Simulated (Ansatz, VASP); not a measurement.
## One calculation of Zr3SiO, two programs

```
CELL_PARAMETERS angstrom
3.04586 1.75853 2.64275
-3.04586 1.75853 2.64275
0.00000 -3.51706 2.64275
ATOMIC_POSITIONS crystal
Zr 0.00000 0.00000 0.50000
Zr 0.50000 0.00000 0.00000
Zr 0.00000 0.50000 0.00000
Si 0.50000 0.50000 0.50000
O 0.00000 0.00000 0.00000
```

Alike in both runs: task single point; functional PBE; k mesh 6 × 6 × 6; occupations gaussian, width 0.1 eV; collinear spin.

|  | VASP | Ansatz |
| --- | --- | --- |
| version | VASP 6.6.1 | Ansatz 0.2.0 |
| potentials or method | VASP PAW PBE potentials, release 64 (Zr_sv, Si, O), cutoff 520 eV | scalar-relativistic, plane waves, PAW |
| valence electrons in the cell | 46 | 46 |

```tsv
	VASP	Ansatz	Ansatz less VASP
gap on the k mesh at the Fermi level (eV)	none	none	-
pressure (GPa)	0.3	0.1	-0.14
traceless stress, the component that is largest in VASP (GPa)	-0.33	-0.33	-0.005
net moment per atom (μB)	0.00	0.00	0.000
```

A gap of «none» marks a metal or a gap that the smearing closes. Ansatz's warnings: seeded moment not kept.
